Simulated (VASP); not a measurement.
# ZnSe (F-43m) in VASP: notebook

ZnSe is run at these levels: r2SCAN, PBE; tasks: single point.

Everything below comes from runs of VASP 6.6.1. Logs are shortened: lines on timing, memory, paths and dates and some standing lists are left out, and cuts for length are marked.

### Step 1. The cell of the first run

Symmetry: F-43m, No. 216, cubic system. The conventional cell has a = 5.665 Å, b = 5.665 Å, c = 5.665 Å, α = 90.00°, β = 90.00°, γ = 90.00°. Zn (site symmetry -43m) has 4 Se at 2.45 Å within 3.2 Å. Se (site symmetry -43m) has 4 Zn at 2.45 Å within 3.2 Å.

### Step 2. Single point, r2SCAN

POSCAR

```
ZnSe
1.0
    0.0000000000      2.8324253885      2.8324253885
    2.8324253885      0.0000000000      2.8324253885
    2.8324253885      2.8324253885      0.0000000000
Zn Se
1 1
Direct
    0.0000000000      0.0000000000      0.0000000000
    0.7500000000      0.7500000000      0.7500000000
```

INCAR.step1

```
ALGO = Normal
EDIFF = 1E-4
ENCUT = 520
GGA = PE
ISMEAR = 0
LASPH = T
LCHARG = F
LREAL = F
LWAVE = T
NBANDS = 16
NELM = 60
PREC = Accurate
SIGMA = 0.01
```

INCAR.step2

```
ALGO = Normal
EDIFF = 1E-6
ENCUT = 520
ISIF = 2
ISMEAR = 0
ISTART = 1
LASPH = T
LCHARG = F
LMIXTAU = T
LREAL = F
LWAVE = F
METAGGA = R2SCAN
NBANDS = 16
NELM = 60
PREC = Accurate
SIGMA = 0.01
```

KPOINTS

```
k-points
0
Gamma
  6 6 6
```

Potentials or basis: VASP PAW PBE potentials, release 64 (Zn, Se).

Run with:

```console
> cat potpaw_PBE.64/Zn/POTCAR potpaw_PBE.64/Se/POTCAR > POTCAR
> cp INCAR.step1 INCAR
> mpirun -np 1 vasp_std > vasp.out
> cp INCAR.step2 INCAR
> mpirun -np 1 vasp_std > vasp.out
```

OUTCAR:

```text
EDIFF = 1E-6
   ENCUT = 520
   ISIF = 2
   ISMEAR = 0
   ISTART = 1
   LASPH = T
   LREAL = F
   METAGGA = R2SCAN
   NELM = 60
   PREC = Accurate

 ion  position               nearest neighbor table
   1  0.000  0.000  0.000-   2 2.45   2 2.45   2 2.45   2 2.45
   2  0.750  0.750  0.750-   1 2.45   1 2.45   1 2.45   1 2.45

  LATTYP: Found a face centered cubic cell.
 ALAT       =     5.6648507770

  Lattice vectors:

 A1 = (   0.0000000000,   2.8324253885,   2.8324253885)
 A2 = (   2.8324253885,   0.0000000000,   2.8324253885)
 A3 = (   2.8324253885,   2.8324253885,   0.0000000000)

Analysis of symmetry for initial positions (statically):
=====================================================================
 Subroutine PRICEL returns:
 Original cell was already a primitive cell.

 Routine SETGRP: Setting up the symmetry group for a
 face centered cubic supercell.

 Subroutine GETGRP returns: Found 24 space group operations
 (whereof 24 operations were pure point group operations)
 out of a pool of 48 trial point group operations.

The static configuration has the point symmetry T_d .

Analysis of symmetry for dynamics (positions and initial velocities):
=====================================================================
 Subroutine PRICEL returns:
 Original cell was already a primitive cell.

 Routine SETGRP: Setting up the symmetry group for a
 face centered cubic supercell.

 Subroutine GETGRP returns: Found 24 space group operations
 (whereof 24 operations were pure point group operations)
 out of a pool of 48 trial point group operations.

The dynamic configuration has the point symmetry T_d .

 Subroutine INISYM returns: Found 24 space group operations
 (whereof 24 operations are pure point group operations),
 and found     1 'primitive' translations

----------------------------------------------------------------------------------------

                                     Primitive cell

  volume of cell :      45.4470

  direct lattice vectors                    reciprocal lattice vectors
     0.000000000  2.832425388  2.832425388    -0.176527157  0.176527157  0.176527157
     2.832425388  0.000000000  2.832425388     0.176527157 -0.176527157  0.176527157
     2.832425388  2.832425388  0.000000000     0.176527157  0.176527157 -0.176527157

  length of vectors
     4.005654399  4.005654399  4.005654399     0.305754004  0.305754004  0.305754004

  position of ions in fractional coordinates (direct lattice)
     0.000000000  0.000000000  0.000000000
     0.750000000  0.750000000  0.750000000

  ion indices of the primitive-cell ions
   primitive index   ion index
                 1           1
                 2           2

----------------------------------------------------------------------------------------

 KPOINTS: k-points

Automatic generation of k-mesh.
 Grid dimensions read from file:
 generate k-points for:    6    6    6

 Generating k-lattice:

  Cartesian coordinates                     Fractional coordinates (reciprocal lattice)
    -0.029421193  0.029421193  0.029421193     0.166666667  0.000000000  0.000000000
     0.029421193 -0.029421193  0.029421193     0.000000000  0.166666667  0.000000000
     0.029421193  0.029421193 -0.029421193     0.000000000  0.000000000  0.166666667

  Length of vectors
     0.050959001  0.050959001  0.050959001

  Shift w.r.t. Gamma in fractional coordinates (k-lattice)
     0.000000000  0.000000000  0.000000000

 Subroutine IBZKPT returns following result:
 ===========================================

 Found     16 irreducible k-points:

 Following reciprocal coordinates:
            Coordinates               Weight
  0.000000  0.000000  0.000000      1.000000
  0.166667  0.000000  0.000000      8.000000
  0.333333  0.000000  0.000000      8.000000
  0.500000  0.000000  0.000000      4.000000
  0.166667  0.166667  0.000000      6.000000
  0.333333  0.166667  0.000000     24.000000
[... 8 lines left out ...]
 -0.333333  0.333333  0.166667     24.000000
 -0.333333  0.500000  0.166667     12.000000
   k-points           NKPTS =     16   k-points in BZ     NKDIM =     16   number of bands    NBANDS=     16
   number of dos      NEDOS =    301   number of ions     NIONS =      2
   total plane-waves  NPLWV =  27000
   dimension x,y,z NGX =    30 NGY =   30 NGZ =   30
   dimension x,y,z NGXF=    60 NGYF=   60 NGZF=   60
   ions per type =               1   1
   NGX,Y,Z   is equivalent  to a cutoff of  12.45, 12.45, 12.45 a.u.
   NGXF,Y,Z  is equivalent  to a cutoff of  24.90, 24.90, 24.90 a.u.
 SYSTEM =  unknown system
   PREC   = accura    normal or accurate (medium, high low for compatibility)
   ISTART =      1    job   : 0-new  1-cont  2-samecut
   ICHARG =      0    charge: 1-file 2-atom 10-const
   ISPIN  =      1    spin polarized calculation?
   LNONCOLLINEAR =      F non collinear calculations
   LSORBIT =      F    spin-orbit coupling
   LASPH  =      T    aspherical Exc in radial PAW
   ENCUT  =  520.0 eV  38.22 Ry    6.18 a.u.   7.45  7.45  7.45*2*pi/ulx,y,z
   NELM   =     60;   NELMIN=  2; NELMDL=  0     # of ELM steps
   EDIFF  = 0.1E-05   stopping-criterion for ELM
   LREAL  =      F    real-space projection
   EDIFFG = 0.1E-04   stopping-criterion for IOM
   NSW    =      0    number of steps for IOM
   IBRION =     -1    ionic relax: 0-MD 1-quasi-New 2-CG
   NFREE  =      0    steps in history (QN), initial steepest desc. (CG)
   ISIF   =      2    stress and relaxation
   ISYM   =      2    0-nonsym 1-usesym 2-fastsym
   POTIM  = 0.5000    time-step for ionic-motion
   TEBEG  =    0.0;   TEEND  =   0.0 temperature during run
   PSTRESS=    0.0 pullay stress
   NELECT =      18.0000    total number of electrons
   NUPDOWN=      -1.0000    fix difference up-down
   EMIN   =  10.00;   EMAX   =-10.00  energy-range for DOS
   EFERMI =   0.00;   METHOD = LEGACY
   ISMEAR =     0;   SIGMA  =   0.01  broadening in eV -4-tet -1-fermi 0-gaus
   EFERMI_NEDOS =   21; number of points for ismear=-14 and -15
   IALGO  =     38    algorithm
   IMIX   =      4    mixing-type and parameters
     AMIX     =   0.40;   BMIX     =  1.00
     AMIX_MAG =   1.60;   BMIX_MAG =  1.00
  volume/ion in A,a.u.               =      22.72       153.35
  Fermi-wavevector in a.u.,A,eV,Ry     =   1.202257  2.271936 19.666147  1.445421
  Thomas-Fermi vector in A             =   2.338043
   LORBIT       =      0    0 simple, 1 ext, 2 COOP (PROOUT), +10 PAW based schemes
   METAGGA = R2SCAN    functional components
   LHFCALC =     F    Hartree Fock is set to
   AEXX    =    0.0000 exact exchange contribution
   IVDW    =     0    specifies the selected vdW correction
   LEPSILON=     F    determine dielectric tensor
   LRPA    =     F    only Hartree local field effects (RPA)
 non-spin polarized calculation
 Gauss-broadening in eV      SIGMA  =   0.01
  energy-cutoff  :      520.00
  volume of cell :       45.45
 maximum number of plane-waves:      1243
 NGX is ok and might be reduce to    30
   NGX = 15   NGY = 15   NGZ = 15

 number of electron      18.0000011 magnetization

 Free energy of the ion-electron system (eV)
  ---------------------------------------------------
  ext. energy  EPLUGINS =         0.00000000
  ---------------------------------------------------
  free energy    TOTEN  =       -24.90526069 eV

  energy without entropy =      -24.90526069  energy(sigma->0) =      -24.90526069

 E-fermi :   1.4499     XC(G=0):  -9.9260

 val. band max:        1.3133224360   @ k =   0.0000   0.0000   0.0000
 cond. band min:       3.1856609707   @ k =   0.0000   0.0000   0.0000
 fundamental gap:      1.8723385347
 Fermi energy:         1.4498993936

 k-point     1 :       0.0000    0.0000    0.0000
  band No.  band energies     occupation
      1     -12.4093      2.00000
      2      -5.3882      2.00000
      3      -5.3882      2.00000
      4      -5.3881      2.00000
      5      -4.9798      2.00000
      6      -4.9798      2.00000
[... 8 lines left out ...]
     15      13.3428      0.00000
     16      13.3428      0.00000

 k-point     2 :       0.1667    0.0000    0.0000
  band No.  band energies     occupation
      1     -12.2284      2.00000
      2      -5.3677      2.00000
      3      -5.3599      2.00000
      4      -5.3599      2.00000
      5      -4.9815      2.00000
      6      -4.9814      2.00000
[... 8 lines left out ...]
     15      12.3269      0.00000
     16      12.9992      0.00000

 k-point     3 :       0.3333    0.0000    0.0000
  band No.  band energies     occupation
      1     -11.8228      2.00000
      2      -5.3112      2.00000
      3      -5.3111      2.00000
      4      -5.2005      2.00000
      5      -4.9737      2.00000
      6      -4.9736      2.00000
[... 8 lines left out ...]
     15      12.9744      0.00000
     16      12.9745      0.00000

 k-point     4 :       0.5000    0.0000    0.0000
  band No.  band energies     occupation
      1     -11.5914      2.00000
      2      -5.2925      2.00000
      3      -5.2924      2.00000
      4      -4.9623      2.00000
      5      -4.9622      2.00000
      6      -4.8236      2.00000
[... 8 lines left out ...]
     15      15.1335      0.00000
     16      15.1336      0.00000
[... 172 lines left out ...]
 k-point    14 :       0.5000    0.3333    0.1667
  band No.  band energies     occupation
      1     -11.5408      2.00000
      2      -5.2830      2.00000
      3      -5.2371      2.00000
      4      -5.1261      2.00000
      5      -4.9630      2.00000
      6      -4.9169      2.00000
[... 8 lines left out ...]
     15      14.9679      0.00000
     16      16.4069      0.00000

 k-point    15 :      -0.3333    0.3333    0.1667
  band No.  band energies     occupation
      1     -11.3826      2.00000
      2      -5.2621      2.00000
      3      -5.2068      2.00000
      4      -5.0202      2.00000
      5      -4.9872      2.00000
      6      -4.7372      2.00000
[... 8 lines left out ...]
     15      15.1533      0.00000
     16      16.0789      0.00000

 k-point    16 :      -0.3333    0.5000    0.1667
  band No.  band energies     occupation
      1     -11.3091      2.00000
      2      -5.2716      2.00000
      3      -5.1553      2.00000
      4      -5.0729      2.00000
      5      -4.9655      2.00000
      6      -4.7080      2.00000
[... 8 lines left out ...]
     15      15.7745      0.00000
     16      16.3099      0.00000

------------------------ aborting loop because EDIFF is reached ----------------------------------------

  FORCE on cell =-STRESS in cart. coord.  units (eV):
  Direction    XX          YY          ZZ          XY          YZ          ZX
  --------------------------------------------------------------------------------------
  -------------------------------------------------------------------------------------
  Total        0.0408486      0.0408486      0.0408486     -0.0000000      0.0000000     -0.0000000
  in kB        1.4400654      1.4400654      1.4400654     -0.0000000      0.0000000     -0.0000000
  external PRESSURE =       1.4400654 kB  Pullay stress =       0.0000000 kB

 VOLUME and BASIS-vectors are now :
 -----------------------------------------------------------------------------
  energy-cutoff  :      520.00
  volume of cell :       45.45
      direct lattice vectors                 reciprocal lattice vectors
     0.000000000  2.832425388  2.832425388    -0.176527157  0.176527157  0.176527157
     2.832425388  0.000000000  2.832425388     0.176527157 -0.176527157  0.176527157
     2.832425388  2.832425388  0.000000000     0.176527157  0.176527157 -0.176527157

 POSITION                                       TOTAL-FORCE (eV/Angst)
 -----------------------------------------------------------------------------------
      0.00000      0.00000      0.00000         0.000000      0.000000      0.000000
      4.24864      4.24864      4.24864        -0.000000     -0.000000     -0.000000
 -----------------------------------------------------------------------------------
    total drift:                               -0.000022     -0.000022     -0.000022

  FREE ENERGIE OF THE ION-ELECTRON SYSTEM (eV)
  ---------------------------------------------------
  free  energy   TOTEN  =       -24.9052606895 eV

  energy  without entropy=      -24.9052606895  energy(sigma->0) =      -24.90526069
```

Wall time 2.1 min (1 thread of Intel Xeon Platinum 8259CL at 2.50GHz (Skylake/Cascade Lake), shared host); peak memory 0.17 GiB.

Results:

* Free energy: -24.9053 eV
* Pressure: 0.1 GPa
* Band gap on the k mesh: 1.87 eV, direct

Levels at points of the mesh, in eV from the valence-band top:
```csv
k point,band 7,band 8,band 9,band 10,band 11,band 12
"(0.00, 0.00, 0.00)",0.00,0.00,0.00,1.87,6.31,6.31
"(0.50, 0.00, 0.00)",-5.31,-0.89,-0.89,3.05,6.86,6.86
"(0.50, 0.50, 0.00)",-4.80,-2.24,-2.24,3.33,3.87,11.52
```

Caveat: the PAW data sets were made with another functional, which shifts forces and pressure a little. r2SCAN opens gaps a little over a GGA but as a rule still falls short of measured ones.

### Step 3. Single point, PBE

INCAR

```
PREC     = Accurate       # precision mode
ENCUT    = 520            # plane-wave cutoff, eV
EDIFF    = 1E-7           # SCF threshold, eV
ISMEAR   = 0              # smearing method
SIGMA    = 0.01           # smearing width, eV
LREAL    = F              # projectors in reciprocal space
LASPH    = T              # aspherical terms in the spheres
NELM     = 80             # most SCF steps
ALGO     = Normal         # electronic algorithm
ISIF     = 2              # what is computed and relaxed
LWAVE    = F              # write WAVECAR
LCHARG   = T              # write CHGCAR
GGA      = PE             # functional
LELF     = T              # ELF
LVHAR    = T            
NBANDS   = 16             # bands
```

KPOINTS

```
Automatic mesh
0
Gamma
  8 8 8
```

POSCAR is that of step 2.

Potentials or basis: VASP PAW PBE potentials, release 64 (Zn, Se).

Run with:

```console
> cat potpaw_PBE.64/Zn/POTCAR potpaw_PBE.64/Se/POTCAR > POTCAR
> mpirun -np 1 vasp_std > vasp.out
```

It took 43 s on 1 thread of Intel Xeon Platinum 8259CL at 2.50GHz (Skylake/Cascade Lake), shared host; peak memory 0.17 GiB.

It converged, with:

- Free energy: -6.0191 eV
- Pressure: 2.4 GPa
- Band gap on the k mesh: 1.30 eV, direct

Levels at points of the mesh, in eV from the valence-band top:
```tsv
k point	band 6	band 7	band 8	band 9	band 10	band 11	band 12	band 13
(0.00, 0.00, 0.00)	-6.18	0.00	0.00	0.00	1.30	5.80	5.80	5.80
(0.50, 0.00, 0.00)	-6.02	-5.24	-0.87	-0.87	2.55	6.38	6.38	8.58
(0.50, 0.50, 0.00)	-6.00	-4.76	-2.19	-2.19	2.98	3.46	10.75	11.26
```

PBE gaps usually lie below the measured ones, often by a third to a half.
